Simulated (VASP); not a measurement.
# CdS (P6_3mc) in VASP: notebook, part 2 of 3

VASP 6.6.1. Earlier steps stand in the parts before.

## (4) Electric field gradients, PBE (volume scaled by 1.02)

Input file INCAR:

```
  ALGO = Normal
  EDIFF = 1E-8
  ENCUT = 520
  GGA = PE
  ISIF = 2
  ISMEAR = -1
  LASPH = True
  LCHARG = False
  LEFG = True
  LREAL = False
  LWAVE = False
  NBANDS = 26
  NELM = 100
  PREC = Accurate
  SIGMA = 0.01
```

Input file KPOINTS:

```
k-points
0
Gamma
  7 7 4
```

Input file POSCAR:

```
CdS
1.0
    4.1621827776      0.0000000000      0.0000000000
   -2.0810913888      3.6045560206      0.0000000000
    0.0000000000      0.0000000000      6.7936966668
Cd S
2 2
Direct
    0.3333333333      0.6666666667      0.0000000000
    0.6666666667      0.3333333333      0.5000000000
    0.3333333333      0.6666666667      0.3850000000
    0.6666666667      0.3333333333      0.8850000000
```

Potentials or basis: VASP PAW PBE potentials, release 64 (Cd, S).

The run is started by

```
$ cat potpaw_PBE.64/Cd/POTCAR potpaw_PBE.64/S/POTCAR > POTCAR
$ mpirun -np 1 vasp_std > vasp.out
```

OUTCAR:

```text
EDIFF = 1E-8
   ENCUT = 520
   GGA = PE
   ISIF = 2
   ISMEAR = -1
   LASPH = True
   LREAL = False
   NELM = 100
   PREC = Accurate

 ion  position               nearest neighbor table
   1  0.333  0.667  0.000-   4 2.53   4 2.53   4 2.53   3 2.62
   2  0.667  0.333  0.500-   3 2.53   3 2.53   3 2.53   4 2.62
   3  0.333  0.667  0.385-   2 2.53   2 2.53   2 2.53   1 2.62
   4  0.667  0.333  0.885-   1 2.53   1 2.53   1 2.53   2 2.62

  LATTYP: Found a hexagonal cell.
 ALAT       =     4.1621827776
 C/A-ratio  =     1.6322437120

  Lattice vectors:

 A1 = (   4.1621827776,   0.0000000000,   0.0000000000)
 A2 = (  -2.0810913888,   3.6045560206,   0.0000000000)
 A3 = (   0.0000000000,   0.0000000000,   6.7936966668)

Analysis of symmetry for initial positions (statically):
=====================================================================
 Subroutine PRICEL returns:
 Original cell was already a primitive cell.

 Routine SETGRP: Setting up the symmetry group for a
[... 897 lines left out ...]
     -0.00000      2.40304      0.00000        -0.000000      0.000000      0.248772
      2.08109      1.20152      3.39685         0.000000     -0.000000      0.248772
     -0.00000      2.40304      2.61557         0.000000      0.000000     -0.248772
      2.08109      1.20152      6.01242        -0.000000      0.000000     -0.248772
 -----------------------------------------------------------------------------------
    total drift:                               -0.000000     -0.000000     -0.000342

  FREE ENERGIE OF THE ION-ELECTRON SYSTEM (eV)
  ---------------------------------------------------
  free  energy   TOTEN  =       -12.2696651696 eV

  energy  without entropy=      -12.2696651696  energy(sigma->0) =      -12.26966517

 Electric field gradients (V/A^2)
---------------------------------------------------------------------
 ion       V_xx      V_yy      V_zz      V_xy      V_xz      V_yz
---------------------------------------------------------------------
   1     -17.200   -17.199    34.399     0.001     0.000    -0.000
   2     -17.200   -17.199    34.399     0.001    -0.000     0.000
   3       3.541     3.542    -7.083     0.000    -0.000     0.000
   4       3.541     3.542    -7.083     0.000     0.000    -0.000
---------------------------------------------------------------------

 Electric field gradients after diagonalization (V/A^2)
 (convention: |V_zz| > |V_xx| > |V_yy|)
----------------------------------------------------------------------
 ion       V_xx      V_yy      V_zz     asymmetry (V_yy - V_xx)/ V_zz
----------------------------------------------------------------------
   1     -17.200   -17.199    34.399       0.000
   2     -17.200   -17.199    34.399       0.000
   3       3.542     3.541    -7.083       0.000
   4       3.542     3.541    -7.083       0.000
----------------------------------------------------------------------

           NMR quadrupolar parameters

 Cq : quadrupolar parameter    Cq=e*Q*V_zz/h
 eta: asymmetry parameters     (V_yy - V_xx)/ V_zz
 Q  : nuclear electric quadrupole moment in mb (millibarn)
----------------------------------------------------------------------
 ion       Cq(MHz)       eta       Q (mb)
----------------------------------------------------------------------
   1       0.083       0.000       1.000
   2       0.083       0.000       1.000
   3      -0.017       0.000       1.000
   4      -0.017       0.000       1.000
----------------------------------------------------------------------
```

OSZICAR:

```text
N       E                     dE             d eps       ncg     rms          rms(c)
DAV:   1     0.247603669495E+03    0.24760E+03   -0.17481E+04  1248   0.126E+03
DAV:   2     0.583850554101E+00   -0.24702E+03   -0.23899E+03  1356   0.318E+02
DAV:   3    -0.132175024505E+02   -0.13801E+02   -0.13719E+02  1518   0.749E+01
DAV:   4    -0.133630609656E+02   -0.14556E+00   -0.14542E+00  1426   0.742E+00
[... 10 lines left out ...]
DAV:  15    -0.122696651157E+02    0.18994E-06   -0.31304E-07  1482   0.358E-03    0.285E-03
DAV:  16    -0.122696651034E+02    0.12220E-07   -0.26600E-08  1106   0.874E-04    0.107E-03
DAV:  17    -0.122696651428E+02   -0.39372E-07   -0.39577E-09   876   0.443E-04    0.341E-04
DAV:  18    -0.122696651715E+02   -0.28734E-07   -0.69219E-09   664   0.655E-04    0.222E-04
DAV:  19    -0.122696651696E+02    0.19845E-08   -0.12928E-09   654   0.263E-04
   1 F= -.12269665E+02 E0= -.12269665E+02  d E =-.112541E-12
```

Run time: 28 s. Hardware: 1 thread of Intel Xeon 6975P-C (Granite Rapids), shared host; peak memory 0.24 GiB.

What came out:

```yaml
Free_energy: -12.2697 eV
Pressure: 1.6 GPa
Largest_force: 0.249 eV/Å
Band_gap_on_the_k_mesh: 1.18 eV, direct
```

Forces on the atoms (eV/Å):
```
Cd   0.000  0.000  0.249
Cd   0.000  0.000  0.249
S    0.000  0.000 -0.249
S    0.000  0.000 -0.249
```

Levels at points of the mesh, in eV from the valence-band top:
```tsv
k point	band 14	band 15	band 16	band 17	band 18	band 19	band 20	band 21	band 22	band 23
(0.00, 0.00, 0.00)	-0.67	-0.67	-0.03	0.00	0.00	1.18	2.70	6.49	6.49	6.76
(0.00, 0.00, 0.50)	-2.35	-0.35	-0.35	-0.35	-0.35	2.78	2.78	6.12	6.12	6.82
```

Electric field gradients, principal values (V/Å²):
| atom | least | middle | greatest (by size) |
| --- | --- | --- | --- |
| 1 Cd | -17.199 | -17.200 | 34.399 |
| 2 Cd | -17.199 | -17.200 | 34.399 |
| 3 S | 3.541 | 3.542 | -7.083 |
| 4 S | 3.541 | 3.542 | -7.083 |

Caveat: without QUAD_EFG the Cq values of the log hold for a quadrupole moment of 1 mb, not for the nuclei.

## (5) Electric field gradients, PBE (volume scaled by 1.06)

Input file INCAR:

```
SYSTEM = CdS
PREC = Accurate ; ENCUT = 520
EDIFF = 1E-8 ; ISMEAR = -1
SIGMA = 0.01 ; LREAL = .FALSE.
LASPH = .TRUE. ; NELM = 60
ALGO = Normal ; ISIF = 2
LWAVE = .FALSE. ; LCHARG = .FALSE.
GGA = PE ; LEFG = .TRUE.
NBANDS = 26
```

Input file KPOINTS:

```
regular mesh
0
G
  7 7 4
  0 0 0
```

Input file POSCAR:

```
CdS
1.0
    4.2158942859      0.0000000000      0.0000000000
   -2.1079471430      3.6510715513      0.0000000000
    0.0000000000      0.0000000000      6.8813669385
Cd S
2 2
Direct
    0.3333333333      0.6666666667      0.0000000000
    0.6666666667      0.3333333333      0.5000000000
    0.3333333333      0.6666666667      0.3850000000
    0.6666666667      0.3333333333      0.8850000000
```

Potentials or basis: VASP PAW PBE potentials, release 64 (Cd, S).

The run is started by

```
$ cat potpaw_PBE.64/Cd/POTCAR potpaw_PBE.64/S/POTCAR > POTCAR
$ mpirun -np 1 vasp_std > vasp.out
```

OUTCAR:

```text
SYSTEM = CdS
   PREC = Accurate
   ENCUT = 520
   EDIFF = 1E-8
   ISMEAR = -1
   LREAL = .FALSE.
   LASPH = .TRUE.
   NELM = 60
   ISIF = 2
   GGA = PE

 ion  position               nearest neighbor table
   1  0.333  0.667  0.000-   4 2.56   4 2.56   4 2.56   3 2.65
   2  0.667  0.333  0.500-   3 2.56   3 2.56   3 2.56   4 2.65
   3  0.333  0.667  0.385-   2 2.56   2 2.56   2 2.56   1 2.65
   4  0.667  0.333  0.885-   1 2.56   1 2.56   1 2.56   2 2.65

  LATTYP: Found a hexagonal cell.
 ALAT       =     4.2158942859
 C/A-ratio  =     1.6322437120

  Lattice vectors:

[... 922 lines left out ...]
 ion       V_xx      V_yy      V_zz      V_xy      V_xz      V_yz
---------------------------------------------------------------------
   1     -16.320   -16.319    32.639     0.001     0.000    -0.000
   2     -16.320   -16.319    32.639     0.001    -0.000     0.000
   3       3.881     3.881    -7.762     0.000    -0.000     0.000
   4       3.881     3.881    -7.762     0.000     0.000    -0.000
---------------------------------------------------------------------

 Electric field gradients after diagonalization (V/A^2)
 (convention: |V_zz| > |V_xx| > |V_yy|)
----------------------------------------------------------------------
 ion       V_xx      V_yy      V_zz     asymmetry (V_yy - V_xx)/ V_zz
----------------------------------------------------------------------
   1     -16.321   -16.318    32.639       0.000
   2     -16.321   -16.318    32.639       0.000
   3       3.881     3.881    -7.762       0.000
   4       3.881     3.881    -7.762       0.000
----------------------------------------------------------------------

           NMR quadrupolar parameters

 Cq : quadrupolar parameter    Cq=e*Q*V_zz/h
 eta: asymmetry parameters     (V_yy - V_xx)/ V_zz
 Q  : nuclear electric quadrupole moment in mb (millibarn)
----------------------------------------------------------------------
 ion       Cq(MHz)       eta       Q (mb)
----------------------------------------------------------------------
   1       0.079       0.000       1.000
   2       0.079       0.000       1.000
   3      -0.019       0.000       1.000
   4      -0.019       0.000       1.000
----------------------------------------------------------------------
```

stdout:

```text
POSCAR found type information on POSCAR CdS
 POSCAR found :  2 types and       4 ions
 scaLAPACK will be used
 LDA part: xc-table for (Slater+PW92), standard interpolation
 POSCAR, INCAR and KPOINTS ok, starting setup
 FFT: planning ... GRIDC
 FFT: planning ... GRID_SOFT
 FFT: planning ... GRID
 WAVECAR not read
 entering main loop
ion   1

ion   2

ion   3

ion   4
```

Wall time 32 s (1 thread of Intel Xeon 6975P-C (Granite Rapids), shared host); peak memory 0.24 GiB.

Results:

```yaml
Free_energy: -12.2834 eV
Pressure: -0.5 GPa
Largest_force: 0.213 eV/Å
Band_gap_on_the_k_mesh: 1.09 eV, direct
```

Forces on the atoms (eV/Å):
```
Cd   0.000  0.000  0.213
Cd   0.000  0.000  0.213
S    0.000  0.000 -0.213
S    0.000  0.000 -0.213
```

Stress tensor (GPa, compression positive):
```
 0.02  0.00  0.00
 0.00  0.02  0.00
 0.00  0.00 -1.55
```

Electric field gradients, principal values (V/Å²):
| atom | least | middle | greatest (by size) |
| --- | --- | --- | --- |
| 1 Cd | -16.318 | -16.321 | 32.639 |
| 2 Cd | -16.318 | -16.321 | 32.639 |
| 3 S | 3.881 | 3.881 | -7.762 |
| 4 S | 3.881 | 3.881 | -7.762 |

Caveat: without QUAD_EFG the Cq values of the log hold for a quadrupole moment of 1 mb, not for the nuclei.

[end of part 2 of 3]
